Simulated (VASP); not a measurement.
Ag: electric field gradients with LDA

Crystal: Ag.

```xyz
1
Lattice="0.0000 2.0700 2.0700 2.0700 0.0000 2.0700 2.0700 2.0700 0.0000" Properties=species:S:1:pos:R:3 pbc="T T T"
Ag    0.0000    0.0000    0.0000
```

This cell differs from its parent crystal: volume scaled by 1.04.

```yaml
Program: VASP 6.6.1
Task: electric field gradients
Functional: LDA
Potentials_or_basis: VASP PAW LDA potentials, release 64 (Ag)
Cutoff: 520 eV
k_mesh: 15 × 15 × 15
Occupations: fermi-dirac, width 0.05 eV
Spin: no spin polarisation
Dipole_correction: no
Further_INCAR_settings: ALGO = Normal; EDIFF = 1e-08; NBANDS = 12
```

- Pressure: -10.6 GPa

Levels at points of the mesh, in eV from the Fermi level:
| k point | band 4 | band 5 | band 6 | band 7 | band 8 | band 9 |
| --- | --- | --- | --- | --- | --- | --- |
| (0.00, 0.00, 0.00) | -4.75 | -3.77 | -3.77 | 15.82 | 19.08 | 19.08 |

Run time: 13 s on 1 thread of Intel Xeon 6975P-C, with other jobs on the host, peak memory 0.15 GiB.

Caveat: without QUAD_EFG the Cq values of the log hold for a quadrupole moment of 1 mb, not for the nuclei.
